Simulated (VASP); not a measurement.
# Al3Ru (P6/mmm) in VASP: a series of runs, part 2 of 2

VASP 6.6.1.

### 3 Single point, PBE

This run uses another cell than the first one, of 17.12 Å³/atom.

Contents of INCAR:

```
  PREC = Accurate
  ENCUT = 520
  EDIFF = 1E-6
  ISMEAR = 0
  SIGMA = 0.1
  LREAL = False
  LASPH = True
  NELM = 80
  ALGO = Fast
  ISIF = 2
  LWAVE = False
  LCHARG = False
  GGA = PE
  NBANDS = 20
```

Contents of KPOINTS:

```
Automatic mesh
0
Gamma
  18 18 6
```

Contents of POSCAR:

```
Al3Ru
1.0
    2.7199817008      0.0000000000      0.0000000000
   -1.3599908504      2.3555732507      0.0000000000
    0.0000000000      0.0000000000     10.6894441650
Al Ru
3 1
Direct
    0.0000000000      0.0000000000      0.2354543145
    0.0000000000      0.0000000000      0.7645456855
    0.0000000000      0.0000000000      0.5000000000
    0.0000000000      0.0000000000      0.0000000000
```

Potentials or basis: VASP PAW PBE potentials, release 64 (Al, Ru_pv).

Launch:

```console
cat potpaw_PBE.64/Al/POTCAR potpaw_PBE.64/Ru_pv/POTCAR > POTCAR
mpirun -np 1 vasp_std > vasp.out
```

OUTCAR:

```text
PREC = Accurate
   ENCUT = 520
   EDIFF = 1E-6
   ISMEAR = 0
   LREAL = False
   LASPH = True
   NELM = 80
   ISIF = 2
   GGA = PE

 ion  position               nearest neighbor table
   1  0.000  0.000  0.235-   4 2.52   3 2.83
   2  0.000  0.000  0.765-   4 2.52   3 2.83
   3  0.000  0.000  0.500-   1 2.83   2 2.83
   4  0.000  0.000  0.000-   1 2.52   2 2.52

  LATTYP: Found a hexagonal cell.
 ALAT       =     2.7199817008
 C/A-ratio  =     3.9299691472
[... 199 lines left out ...]
      5      -1.3177      2.00000
      6      -0.4445      2.00000
[... 541 lines left out ...]
     19      13.5402      0.00000
     20      14.6704      0.00000

 [... further k-points ...]
[... 5 lines left out ...]
  --------------------------------------------------------------------------------------
  -------------------------------------------------------------------------------------
  Total       -0.0332223     -0.0332223      0.0106235      0.0000000      0.0000000      0.0000000
  in kB       -0.7771813     -0.7771813      0.2485207      0.0000000      0.0000000      0.0000000
  external PRESSURE =      -0.4352806 kB  Pullay stress =       0.0000000 kB

 VOLUME and BASIS-vectors are now :
 -----------------------------------------------------------------------------
  energy-cutoff  :      520.00
  volume of cell :       68.49
      direct lattice vectors                 reciprocal lattice vectors
     2.719981701  0.000000000  0.000000000     0.367649532  0.212262556  0.000000000
    -1.359990850  2.355573251  0.000000000     0.000000000  0.424525113  0.000000000
     0.000000000  0.000000000 10.689444165     0.000000000  0.000000000  0.093550234

 POSITION                                       TOTAL-FORCE (eV/Angst)
 -----------------------------------------------------------------------------------
      0.00000      0.00000      2.51688         0.000000     -0.000000      0.000887
      0.00000      0.00000      8.17257        -0.000000     -0.000000     -0.000887
      0.00000      0.00000      5.34472         0.000000      0.000000      0.000000
      0.00000      0.00000      0.00000         0.000000      0.000000      0.000000
 -----------------------------------------------------------------------------------
    total drift:                               -0.000000      0.000000     -0.000000

  FREE ENERGIE OF THE ION-ELECTRON SYSTEM (eV)
  ---------------------------------------------------
  free  energy   TOTEN  =       -19.0521916373 eV

  energy  without entropy=      -19.0323362692  energy(sigma->0) =      -19.04226395
```

OSZICAR:

```text
N       E                     dE             d eps       ncg     rms          rms(c)
DAV:   1     0.895661003723E+02    0.89566E+02   -0.11344E+04  6992   0.983E+02
DAV:   2    -0.169406616233E+02   -0.10651E+03   -0.10265E+03  6600   0.223E+02
DAV:   3    -0.196582631865E+02   -0.27176E+01   -0.26675E+01  7448   0.328E+01
DAV:   4    -0.196918354043E+02   -0.33572E-01   -0.33532E-01  7148   0.357E+00
DAV:   5    -0.196926669515E+02   -0.83155E-03   -0.83149E-03  7460   0.526E-01    0.943E+00
RMM:   6    -0.208283977652E+02   -0.11357E+01   -0.41710E+00  6397   0.128E+01    0.889E+00
RMM:   7    -0.191265053382E+02    0.17019E+01   -0.77123E-01  6169   0.566E+00    0.266E+00
RMM:   8    -0.190595581307E+02    0.66947E-01   -0.88066E-02  6670   0.189E+00    0.813E-01
RMM:   9    -0.190527591404E+02    0.67990E-02   -0.16906E-02  6650   0.764E-01    0.245E-01
RMM:  10    -0.190521521036E+02    0.60704E-03   -0.28874E-03  7283   0.364E-01    0.949E-02
RMM:  11    -0.190521859732E+02   -0.33870E-04   -0.75666E-04  7549   0.156E-01    0.781E-02
RMM:  12    -0.190521926758E+02   -0.67027E-05   -0.91121E-05  7808   0.630E-02    0.281E-02
RMM:  13    -0.190521907251E+02    0.19508E-05   -0.31383E-05  7603   0.332E-02    0.201E-02
RMM:  14    -0.190521914533E+02   -0.72817E-06   -0.10078E-05  7242   0.155E-02    0.297E-03
RMM:  15    -0.190521916373E+02   -0.18401E-06   -0.10143E-06  4660   0.622E-03
   1 F= -.19052192E+02 E0= -.19042264E+02  d E =-.198554E-01
```

It took 81 s on 1 thread of Intel Xeon 6975P-C (Granite Rapids), shared host; peak memory 0.31 GiB.

What came out:

| Property | Result |
| --- | --- |
| Free energy | -19.0522 eV |
| Pressure | 0.0 GPa |
| Band gap on the k mesh | zero (an odd number of electrons rules out a gap without spin polarisation) |

Stress tensor (GPa, compression positive):
```
-0.08  0.00  0.00
 0.00 -0.08  0.00
 0.00  0.00  0.02
```

Levels at points of the mesh, in eV from the Fermi level:
```csv
k point,band 8,band 9,band 10,band 11,band 12,band 13,band 14,band 15
"(0.00, 0.00, 0.00)",-4.08,-3.01,-1.60,-1.60,0.56,0.56,1.97,3.72
"(0.50, 0.00, 0.00)",-2.44,-2.40,-2.06,-1.65,-0.23,1.30,1.62,2.13
"(0.00, 0.00, 0.50)",-4.21,-1.60,-1.60,-1.52,-0.02,0.56,0.56,6.09
"(0.50, 0.00, 0.50)",-3.24,-3.15,-0.77,-0.74,-0.74,-0.23,1.71,2.13
```

### 4 Relaxation of cell and atoms, PBE

This run uses another cell than the first one, of 17.01 Å³/atom.

Contents of INCAR:

```
SYSTEM = Al3Ru
PREC = Accurate ; ENCUT = 600
EDIFF = 1E-6 ; ISMEAR = 0
SIGMA = 0.1 ; LREAL = .False.
LASPH = .True. ; NELM = 60
ALGO = Fast ; ISIF = 3
LWAVE = .False. ; LCHARG = .False.
GGA = PE ; IBRION = 2
NSW = 100 ; EDIFFG = -0.01
```

Contents of KPOINTS:

```
Automatic mesh
0
Gamma
  18 18 6
  0 0 0
```

Contents of POSCAR:

```
Al3Ru
1.0
    2.7379011092      0.0000000000      0.0000000000
   -1.3689505546      2.3710919136      0.0000000000
    0.0000000000      0.0000000000     10.4812850275
Al Ru
3 1
Direct
    0.0000000000      0.0000000000      0.2383564181
    0.0000000000      0.0000000000      0.7616435819
    0.0000000000      0.0000000000      0.5000000000
    0.0000000000      0.0000000000      0.0000000000
```

Launch:

```console
cat potpaw_PBE.64/Al/POTCAR potpaw_PBE.64/Ru_pv/POTCAR > POTCAR
mpirun -np 1 vasp_std > vasp.out
```

It took 6.2 min on 1 thread of Intel Xeon 6975P-C (Granite Rapids), shared host; peak memory 0.36 GiB.

The run converged. Its results:

```yaml
Free_energy: -19.0523 eV
Relaxed_volume: 17.11 Å³/atom
Relaxed_cell: a = 2.719 Å, b = 2.719 Å, c = 10.689 Å, α = 90.00°, β = 90.00°, γ = 120.00°
Space_group_after_relaxing_to_0.1_Å: P6/mmm (No. 191)
Energy_gained_by_relaxing: 3.3 meV/atom
Ionic_steps: 9
Pressure_after_relaxing: 0.0 GPa
Band_gap_on_the_k_mesh: zero (an odd number of electrons rules out a gap without spin polarisation)
```

Step by step:
| step | energy change (eV) | largest force (eV/Å) | pressure (GPa) | volume (Å³) |
| --- | --- | --- | --- | --- |
| 1 | 0.0000 | 0.1049 | 0.08 | 68.04 |
| 2 | -0.0094 | 0.1106 | 0.08 | 68.12 |
| 3 | -0.0106 | 0.1168 | 0.12 | 68.16 |
| 4 | -0.0106 | 0.1172 | 0.11 | 68.16 |
| 5 | -0.0120 | 0.0829 | -0.01 | 68.30 |
| 6 | -0.0131 | 0.0159 | -0.25 | 68.57 |
| 7 | -0.0130 | 0.0223 | 0.35 | 68.23 |
| 8 | -0.0132 | 0.0002 | 0.02 | 68.43 |
| 9 | -0.0133 | 0.0015 | 0.03 | 68.44 |

Final structure:
```xyz
4
Lattice="2.7190 0.0000 0.0000 -1.3595 2.3547 0.0000 0.0000 0.0000 10.6893" Properties=species:S:1:pos:R:3 pbc="T T T"
Al    0.0000    0.0000    2.5174
Al    0.0000    0.0000    8.1719
Al    0.0000    0.0000    5.3446
Ru    0.0000    0.0000    0.0000
```

Levels at points of the mesh, in eV from the Fermi level:
```csv
k point,band 9,band 10,band 11,band 12,band 13,band 14
"(0.00, 0.00, 0.00)",-3.02,-1.60,-1.60,0.56,0.56,1.97
"(0.50, 0.00, 0.00)",-2.40,-2.06,-1.66,-0.23,1.30,1.63
"(0.00, 0.00, 0.50)",-1.60,-1.60,-1.52,-0.02,0.56,0.56
"(0.50, 0.00, 0.50)",-3.16,-0.77,-0.75,-0.74,-0.23,1.71
```

### 5 The runs side by side

```tsv
task	cell	k mesh	cutoff (eV)	gap on the mesh (eV)	pressure (GPa)	relaxed volume (Å³/atom)
relaxation of cell and atoms	relaxed from a = 3.482, b = 3.482, c = 6.341 Å, angles 90.0, 90.0, 120.0°, 4 atoms, atomic positions A	6 × 6 × 4	600	none	0.0	16.99
single point	a = 2.720, b = 2.720, c = 10.689 Å, angles 90.0, 90.0, 120.0°, 4 atoms, atomic positions B	18 × 18 × 6	520	none	0.0	-
relaxation of cell and atoms	relaxed from a = 2.738, b = 2.738, c = 10.481 Å, angles 90.0, 90.0, 120.0°, 4 atoms, atomic positions C	18 × 18 × 6	600	none	0.0	17.11
```

Alike in all rows: level PBE; potentials or basis VASP PAW PBE potentials, release 64 (Al, Ru_pv); no spin polarisation; smearing gaussian 0.1 eV.

Caveats: a cell axis changed by over 15 % at a fixed basis, so the end point is rough (at least some runs).

Total energies depend on the potentials used, so only differences within one code and one set of settings carry meaning.
